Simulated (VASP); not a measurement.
# AlIn2AsP2 (an interface model) in VASP: a series of runs, part 2 of 2

VASP 6.6.1.

## 5. Single point, PBEsol

Contents of INCAR:

```
PREC = Accurate
ENCUT = 520
EDIFF = 1E-7
ISMEAR = -1
SIGMA = 0.05
LREAL = F
LASPH = T
NELM = 80
ALGO = Normal
ISIF = 2
LWAVE = F
LCHARG = F
GGA = PS
NBANDS = 31
```

Contents of KPOINTS:

```
regular mesh
0
Gamma
  4 4 2
```

Contents of POSCAR:

```
AlIn2AsP2
1.0
    2.8370490000     -2.8370490000      0.0000000000
    0.0000000000      2.8370490000     -2.8370490000
    5.9119950000      5.9119950000      5.9119950000
In P Al As
2 2 1 1
Direct
    0.9701270000      0.9777090000      0.0050970000
    0.3944160000      0.7261450000      0.3531880000
    0.0203630000      0.9915260000      0.2556420000
    0.3489270000      0.6792590000      0.5900740000
    0.7158580000      0.3729310000      0.6754240000
    0.6754830000      0.3677500000      0.9136060000
```

Potentials or basis: VASP PAW PBE potentials, release 64 (In_d, P, Al, As).

On the command line:

```
> cat potpaw_PBE.64/In_d/POTCAR potpaw_PBE.64/P/POTCAR potpaw_PBE.64/Al/POTCAR potpaw_PBE.64/As/POTCAR > POTCAR
> mpirun -np 1 vasp_std > vasp.out
```

OUTCAR:

```text
PREC = Accurate
   ENCUT = 520
   EDIFF = 1E-7
   ISMEAR = -1
   LREAL = F
   LASPH = T
   NELM = 80
   ISIF = 2
   GGA = PS

 ion  position               nearest neighbor table
   1  0.970  0.978  0.005-   6 2.32   6 2.56   3 2.57   6 2.63
   2  0.394  0.726  0.353-   3 2.40   4 2.43   3 2.45   3 2.74
   3  0.020  0.992  0.256-   2 2.40   2 2.45   1 2.57   2 2.74
   4  0.349  0.679  0.590-   5 2.37   2 2.43   5 2.50   5 2.57
   5  0.716  0.373  0.675-   4 2.37   6 2.44   4 2.50   4 2.57
[... 881 lines left out ...]
  -------------------------------------------------------------------------------------
  Total        3.3179541      4.1050124      3.3376495     -0.1958147     -1.4429294     -2.1040670
  in kB       37.2384815     46.0718942     37.4595294     -2.1976926    -16.1944677    -23.6146311
  external PRESSURE =      40.2566351 kB  Pullay stress =       0.0000000 kB

 VOLUME and BASIS-vectors are now :
 -----------------------------------------------------------------------------
  energy-cutoff  :      520.00
  volume of cell :      142.75
      direct lattice vectors                 reciprocal lattice vectors
     2.837049000 -2.837049000  0.000000000     0.234985954 -0.117492977 -0.117492977
     0.000000000  2.837049000 -2.837049000     0.117492977  0.117492977 -0.234985954
     5.911995000  5.911995000  5.911995000     0.056382547  0.056382547  0.056382547

 POSITION                                       TOTAL-FORCE (eV/Angst)
 -----------------------------------------------------------------------------------
      2.78243      0.05164     -2.74367         2.186612      1.800082     -1.322427
      3.20702      3.02918      0.02794        -1.192880     -0.744099      0.635659
      1.56913      4.26659     -1.30165         0.493856      0.174084     -1.340378
      4.47844      4.42568      1.56142         1.570478      0.684156      0.447724
      6.02403      3.02020      2.93508        -1.085796     -0.128258      0.081449
      7.31761      4.52818      4.35791        -1.972270     -1.785964      1.497973
 -----------------------------------------------------------------------------------
    total drift:                               -0.000415     -0.000157      0.000205

  FREE ENERGIE OF THE ION-ELECTRON SYSTEM (eV)
  ---------------------------------------------------
  free  energy   TOTEN  =       -27.3784927593 eV

  energy  without entropy=      -27.3782744694  energy(sigma->0) =      -27.37838361
```

stdout:

```text
POSCAR found type information on POSCAR InP AlAs
 POSCAR found :  4 types and       6 ions
 scaLAPACK will be used
 -----------------------------------------------------------------------------
|                                                                             |
|                                                                             |
|     You enforced a specific xc type in the INCAR file but a different       |
|     I HOPE YOU KNOW WHAT YOU ARE DOING!                                     |
|                                                                             |
 -----------------------------------------------------------------------------

 LDA part: xc-table for (Slater+PW92), standard interpolation
 POSCAR, INCAR and KPOINTS ok, starting setup
 FFT: planning ... GRIDC
 FFT: planning ... GRID_SOFT
 FFT: planning ... GRID
 WAVECAR not read
 entering main loop
```

Run time: 54 s. Hardware: 1 thread of Intel Xeon 6975P-C (Granite Rapids), shared host; peak memory 0.29 GiB.

Results:

```yaml
Free_energy: -27.3785 eV
Pressure: 4.0 GPa
Largest_force: 3.126 eV/Å
Band_gap_on_the_k_mesh: 0.54 eV, direct
```

Forces in eV/Å, atoms in the order of the input:
```
In   2.187  1.800 -1.322
In  -1.193 -0.744  0.636
P    0.494  0.174 -1.340
P    1.570  0.684  0.448
Al  -1.086 -0.128  0.081
As  -1.972 -1.786  1.498
```

Stress tensor (GPa, compression positive):
```
 3.72 -0.22 -2.36
-0.22  4.61 -1.62
-2.36 -1.62  3.75
```

Levels at points of the mesh, in eV from the valence-band top:
```csv
k point,band 20,band 21,band 22,band 23,band 24,band 25
"(0.00, 0.00, 0.00)",-0.79,-0.15,0.00,0.54,1.52,1.86
"(0.50, 0.00, 0.00)",-2.60,-1.89,-1.46,0.74,1.62,1.97
"(0.00, 0.50, 0.00)",-2.73,-1.91,-1.74,0.78,1.45,2.01
"(0.50, 0.50, 0.00)",-2.62,-1.90,-1.46,0.73,1.49,2.02
"(0.00, 0.00, 0.50)",-0.85,-0.23,-0.06,1.47,1.72,1.93
"(0.50, 0.00, 0.50)",-2.33,-1.68,-1.20,0.98,1.41,1.91
"(0.00, 0.50, 0.50)",-2.32,-1.72,-1.40,0.86,1.29,1.98
"(0.50, 0.50, 0.50)",-2.30,-1.69,-1.21,0.95,1.26,1.86
```

Caveat: the k points lie up to 0.45 Å⁻¹ apart; the PAW data sets were made with another functional, which shifts forces and pressure a little; spin-orbit coupling is left out, which moves the levels of the heavy elements.

## 6. Single point, PBEsol

Edit INCAR of step 5 so:

```diff
@@ -2,5 +2,5 @@
 ENCUT = 520
-EDIFF = 1E-7
-ISMEAR = -1
-SIGMA = 0.05
+EDIFF = 1E-6
+ISMEAR = 0
+SIGMA = 0.01
 LREAL = F
```

Contents of KPOINTS:

```
Automatic mesh
0
Gamma
  4 4 2
```

POSCAR is that of step 5.

Potentials or basis: VASP PAW PBE potentials, release 64 (In_d, P, Al, As).

On the command line:

```
> cat potpaw_PBE.64/In_d/POTCAR potpaw_PBE.64/P/POTCAR potpaw_PBE.64/Al/POTCAR potpaw_PBE.64/As/POTCAR > POTCAR
> mpirun -np 1 vasp_std > vasp.out
```

OUTCAR:

```text
PREC = Accurate
   ENCUT = 520
   EDIFF = 1E-6
   ISMEAR = 0
   LREAL = F
   LASPH = T
   NELM = 80
   ISIF = 2
   GGA = PS

 ion  position               nearest neighbor table
   1  0.970  0.978  0.005-   6 2.32   6 2.56   3 2.57   6 2.63
   2  0.394  0.726  0.353-   3 2.40   4 2.43   3 2.45   3 2.74
   3  0.020  0.992  0.256-   2 2.40   2 2.45   1 2.57   2 2.74
   4  0.349  0.679  0.590-   5 2.37   2 2.43   5 2.50   5 2.57
   5  0.716  0.373  0.675-   4 2.37   6 2.44   4 2.50   4 2.57
   6  0.675  0.368  0.914-   1 2.32   5 2.44   1 2.56   1 2.63

  LATTYP: Found a hexagonal cell.
[... 879 lines left out ...]
  -------------------------------------------------------------------------------------
  Total        3.3136013      4.1007877      3.3341259     -0.1962374     -1.4440128     -2.1052219
  in kB       37.1896289     46.0244789     37.4199835     -2.2024360    -16.2066274    -23.6275926
  external PRESSURE =      40.2113638 kB  Pullay stress =       0.0000000 kB

 VOLUME and BASIS-vectors are now :
 -----------------------------------------------------------------------------
  energy-cutoff  :      520.00
  volume of cell :      142.75
      direct lattice vectors                 reciprocal lattice vectors
     2.837049000 -2.837049000  0.000000000     0.234985954 -0.117492977 -0.117492977
     0.000000000  2.837049000 -2.837049000     0.117492977  0.117492977 -0.234985954
     5.911995000  5.911995000  5.911995000     0.056382547  0.056382547  0.056382547

 POSITION                                       TOTAL-FORCE (eV/Angst)
 -----------------------------------------------------------------------------------
      2.78243      0.05164     -2.74367         2.186961      1.800346     -1.322267
      3.20702      3.02918      0.02794        -1.193519     -0.744634      0.635627
      1.56913      4.26659     -1.30165         0.494090      0.174326     -1.340508
      4.47844      4.42568      1.56142         1.570532      0.684225      0.447775
      6.02403      3.02020      2.93508        -1.085756     -0.128218      0.081535
      7.31761      4.52818      4.35791        -1.972308     -1.786045      1.497838
 -----------------------------------------------------------------------------------
    total drift:                               -0.000316     -0.000059      0.000155

  FREE ENERGIE OF THE ION-ELECTRON SYSTEM (eV)
  ---------------------------------------------------
  free  energy   TOTEN  =       -27.3784603714 eV

  energy  without entropy=      -27.3784603714  energy(sigma->0) =      -27.37846037
```

stdout:

```text
POSCAR found type information on POSCAR InP AlAs
 POSCAR found :  4 types and       6 ions
 scaLAPACK will be used
 -----------------------------------------------------------------------------
|                                                                             |
|                                                                             |
|     You enforced a specific xc type in the INCAR file but a different       |
|     I HOPE YOU KNOW WHAT YOU ARE DOING!                                     |
|                                                                             |
 -----------------------------------------------------------------------------

 LDA part: xc-table for (Slater+PW92), standard interpolation
 POSCAR, INCAR and KPOINTS ok, starting setup
 FFT: planning ... GRIDC
 FFT: planning ... GRID_SOFT
 FFT: planning ... GRID
 WAVECAR not read
 entering main loop
```

Run time: 53 s. Hardware: 1 thread of Intel Xeon 6975P-C (Granite Rapids), shared host; peak memory 0.3 GiB.

Results:

* Free energy: -27.3785 eV
* Pressure: 4.0 GPa
* Largest force: 3.126 eV/Å
* Band gap on the k mesh: 0.54 eV, direct

Forces in eV/Å, atoms in the order of the input:
```
In   2.187  1.800 -1.322
In  -1.194 -0.745  0.636
P    0.494  0.174 -1.341
P    1.571  0.684  0.448
Al  -1.086 -0.128  0.082
As  -1.972 -1.786  1.498
```

Caveat: the k points lie up to 0.45 Å⁻¹ apart; the PAW data sets were made with another functional, which shifts forces and pressure a little; spin-orbit coupling is left out, which moves the levels of the heavy elements.

## 7. Single point, PBEsol

Contents of INCAR:

```
SYSTEM = AlIn2AsP2
PREC = Accurate
ENCUT = 520
EDIFF = 1E-6
ISMEAR = -1
SIGMA = 0.05
LREAL = .False.
LASPH = .True.
NELM = 60
ALGO = Normal
ISIF = 2
LWAVE = .False.
LCHARG = .False.
GGA = PS
NBANDS = 31
NELECT = 42.0
```

Contents of KPOINTS:

```
Automatic mesh
0
Gamma
  4 4 2
  0 0 0
```

POSCAR is that of step 6.

Potentials or basis: VASP PAW PBE potentials, release 64 (In_d, P, Al, As).

On the command line:

```
> cat potpaw_PBE.64/In_d/POTCAR potpaw_PBE.64/P/POTCAR potpaw_PBE.64/Al/POTCAR potpaw_PBE.64/As/POTCAR > POTCAR
> mpirun -np 1 vasp_std > vasp.out
```

OUTCAR:

```text
SYSTEM = AlIn2AsP2
   PREC = Accurate
   ENCUT = 520
   EDIFF = 1E-6
   ISMEAR = -1
   LREAL = .False.
   LASPH = .True.
   NELM = 60
   ISIF = 2
   GGA = PS
   NELECT = 42.0

 ion  position               nearest neighbor table
   1  0.970  0.978  0.005-   6 2.32   6 2.56   3 2.57   6 2.63
   2  0.394  0.726  0.353-   3 2.40   4 2.43   3 2.45   3 2.74
   3  0.020  0.992  0.256-   2 2.40   2 2.45   1 2.57   2 2.74
   4  0.349  0.679  0.590-   5 2.37   2 2.43   5 2.50   5 2.57
   5  0.716  0.373  0.675-   4 2.37   6 2.44   4 2.50   4 2.57
   6  0.675  0.368  0.914-   1 2.32   5 2.44   1 2.56   1 2.63

  LATTYP: Found a hexagonal cell.
 ALAT       =     4.0121931729
 C/A-ratio  =     2.5521891077

  Lattice vectors:

 A1 = (   2.8370490000,  -2.8370490000,   0.0000000000)
 A2 = (   0.0000000000,   2.8370490000,  -2.8370490000)
 A3 = (   5.9119950000,   5.9119950000,   5.9119950000)

Analysis of symmetry for initial positions (statically):
=====================================================================
 Subroutine PRICEL returns:
 Original cell was already a primitive cell.

 Routine SETGRP: Setting up the symmetry group for a
 hexagonal supercell.

 Subroutine GETGRP returns: Found  1 space group operations
 (whereof  1 operations were pure point group operations)
 out of a pool of 24 trial point group operations.

The static configuration has the point symmetry C_1 .

Analysis of symmetry for dynamics (positions and initial velocities):
=====================================================================
 Subroutine PRICEL returns:
 Original cell was already a primitive cell.

 Routine SETGRP: Setting up the symmetry group for a
 hexagonal supercell.

[... 122 lines left out ...]
   ISMEAR =    -1;   SIGMA  =   0.05  broadening in eV -4-tet -1-fermi 0-gaus
   EFERMI_NEDOS =   21; number of points for ismear=-14 and -15
   IALGO  =     38    algorithm
   IMIX   =      4    mixing-type and parameters
     AMIX     =   0.40;   BMIX     =  1.00
     AMIX_MAG =   1.60;   BMIX_MAG =  1.00
  volume/ion in A,a.u.               =      23.79       160.56
  Fermi-wavevector in a.u.,A,eV,Ry     =   1.088834  2.057598 16.130510  1.185559
  Thomas-Fermi vector in A             =   2.225024
   LORBIT       =      0    0 simple, 1 ext, 2 COOP (PROOUT), +10 PAW based schemes
   GGA     = PS    functional components
   LHFCALC =     F    Hartree Fock is set to
   AEXX    =    0.0000 exact exchange contribution
   IVDW    =     0    specifies the selected vdW correction
   LEPSILON=     F    determine dielectric tensor
   LRPA    =     F    only Hartree local field effects (RPA)
 non-spin polarized calculation
  energy-cutoff  :      520.00
  volume of cell :      142.75
 maximum number of plane-waves:      3871
 NGX is ok and might be reduce to    30
   NGX = 15   NGY = 15   NGZ = 39

 number of electron      42.0000007 magnetization

 Free energy of the ion-electron system (eV)
  ---------------------------------------------------
  ext. energy  EPLUGINS =         0.00000000
  ---------------------------------------------------
  free energy    TOTEN  =       -36.23753952 eV

  energy without entropy =      -36.21019398  energy(sigma->0) =      -36.22386675

 E-fermi :   3.9121     XC(G=0):  -9.2212

 val. band max:        3.8849083215   @ k =   0.0000   0.5000   0.5000
 cond. band min:       3.9882926695   @ k =   0.0000   0.2500   0.0000
 fundamental gap:      0.1033843480
 Fermi energy:         3.9120916476

 k-point     1 :       0.0000    0.0000    0.0000
  band No.  band energies     occupation
      1      -9.7312      2.00000
      2      -9.5017      2.00000
      3      -9.4815      2.00000
      4      -9.3195      2.00000
      5      -9.3032      2.00000
      6      -9.2988      2.00000
[... 669 lines left out ...]
     30      10.6495      0.00000
     31      11.0260      0.00000

------------------------ aborting loop because EDIFF is reached ----------------------------------------

  FORCE on cell =-STRESS in cart. coord.  units (eV):
  Direction    XX          YY          ZZ          XY          YZ          ZX
  --------------------------------------------------------------------------------------
  -------------------------------------------------------------------------------------
  Total      -16.0602461    -15.3576630    -16.7765284      0.8564548      0.0961495     -0.8242256
  in kB     -180.2493850   -172.3640657   -188.2884554      9.6122717      1.0791175     -9.2505530
  external PRESSURE =    -180.3006354 kB  Pullay stress =       0.0000000 kB

 VOLUME and BASIS-vectors are now :
 -----------------------------------------------------------------------------
  energy-cutoff  :      520.00
  volume of cell :      142.75
      direct lattice vectors                 reciprocal lattice vectors
     2.837049000 -2.837049000  0.000000000     0.234985954 -0.117492977 -0.117492977
     0.000000000  2.837049000 -2.837049000     0.117492977  0.117492977 -0.234985954
     5.911995000  5.911995000  5.911995000     0.056382547  0.056382547  0.056382547

 POSITION                                       TOTAL-FORCE (eV/Angst)
 -----------------------------------------------------------------------------------
      2.78243      0.05164     -2.74367         2.370426      1.994933     -0.904393
      3.20702      3.02918      0.02794        -0.527336     -0.170639      0.857571
      1.56913      4.26659     -1.30165         0.012639     -0.258110     -1.410484
      4.47844      4.42568      1.56142         1.077097      0.453920      0.381057
      6.02403      3.02020      2.93508        -0.939839     -0.269317     -0.149460
      7.31761      4.52818      4.35791        -1.992987     -1.750786      1.225710
 -----------------------------------------------------------------------------------
    total drift:                               -0.000279     -0.000095      0.000317

  FREE ENERGIE OF THE ION-ELECTRON SYSTEM (eV)
  ---------------------------------------------------
  free  energy   TOTEN  =       -36.2375395163 eV

  energy  without entropy=      -36.2101939815  energy(sigma->0) =      -36.22386675
```

OSZICAR:

```text
N       E                     dE             d eps       ncg     rms          rms(c)
DAV:   1     0.330197657462E+03    0.33020E+03   -0.18025E+04  1240   0.141E+03
DAV:   2     0.194319277701E+01   -0.32825E+03   -0.31496E+03  1275   0.364E+02
DAV:   3    -0.345314655820E+02   -0.36475E+02   -0.35778E+02  1550   0.132E+02
DAV:   4    -0.363200908030E+02   -0.17886E+01   -0.17805E+01  1554   0.286E+01
DAV:   5    -0.364072316989E+02   -0.87141E-01   -0.87119E-01  1845   0.623E+00    0.876E+00
DAV:   6    -0.363231145562E+02    0.84117E-01   -0.20148E+00  1681   0.187E+01    0.480E+00
DAV:   7    -0.362733954667E+02    0.49719E-01   -0.12529E+00  1797   0.465E+00    0.205E+00
DAV:   8    -0.362411999350E+02    0.32196E-01   -0.28567E-01  1700   0.249E+00    0.826E-01
DAV:   9    -0.362387486219E+02    0.24513E-02   -0.41159E-02  1785   0.137E+00    0.637E-01
DAV:  10    -0.362375484736E+02    0.12001E-02   -0.13521E-02  1916   0.885E-01    0.346E-01
DAV:  11    -0.362377204155E+02   -0.17194E-03   -0.38789E-03  1652   0.339E-01    0.137E-01
DAV:  12    -0.362375333622E+02    0.18705E-03   -0.17740E-03  1809   0.304E-01    0.841E-02
DAV:  13    -0.362375361452E+02   -0.27830E-05   -0.33636E-04  1517   0.837E-02    0.259E-02
DAV:  14    -0.362375392817E+02   -0.31364E-05   -0.46817E-05  1514   0.431E-02    0.115E-02
DAV:  15    -0.362375395163E+02   -0.23458E-06   -0.51979E-06  1442   0.110E-02
   1 F= -.36237540E+02 E0= -.36223867E+02  d E =-.273455E-01
```

Run time: 49 s. Hardware: 1 thread of Intel Xeon 6975P-C (Granite Rapids), shared host; peak memory 0.3 GiB.

What came out:

| Item | Value |
| --- | --- |
| Free energy | -36.2375 eV |
| Largest force | 3.227 eV/Å |

Forces in eV/Å, atoms in the order of the input:
```
In   2.370  1.995 -0.904
In  -0.527 -0.171  0.858
P    0.013 -0.258 -1.410
P    1.077  0.454  0.381
Al  -0.940 -0.269 -0.149
As  -1.993 -1.751  1.226
```

Caveat: the k points lie up to 0.45 Å⁻¹ apart; the cell carries a net charge on a neutralising background, which shifts energy and pressure; the cell is charged against a uniform background, so pressure and absolute levels hang on convention; the PAW data sets were made with another functional, which shifts forces and pressure a little; spin-orbit coupling is left out, which moves the levels of the heavy elements.

## 8. Summary

```csv
level,k mesh,smearing,gap on the mesh (eV),pressure (GPa),largest force (eV/Å)
PBEsol,"1 × 1 × 1, shifted",fermi-dirac 0.05 eV,2.07,0.6,3.16
PBEsol,4 × 4 × 2,fermi-dirac 0.05 eV,0.54,4.0,3.13
PBEsol+D4,4 × 4 × 2,fermi-dirac 0.05 eV,0.54,2.8,3.13
PBEsol,4 × 4 × 2,gaussian 0.01 eV,0.54,4.0,3.13
```

Alike in all rows: task single point; potentials or basis VASP PAW PBE potentials, release 64 (In_d, P, Al, As); no spin polarisation; cell as given; cutoff (eV) 520.

Caveats: all runs use coarse meshes; the PAW data sets were made with another functional, which shifts forces and pressure a little; spin-orbit coupling is left out, which moves the levels of the heavy elements.

Total energies depend on the potentials used, so only differences within one code and one set of settings carry meaning.
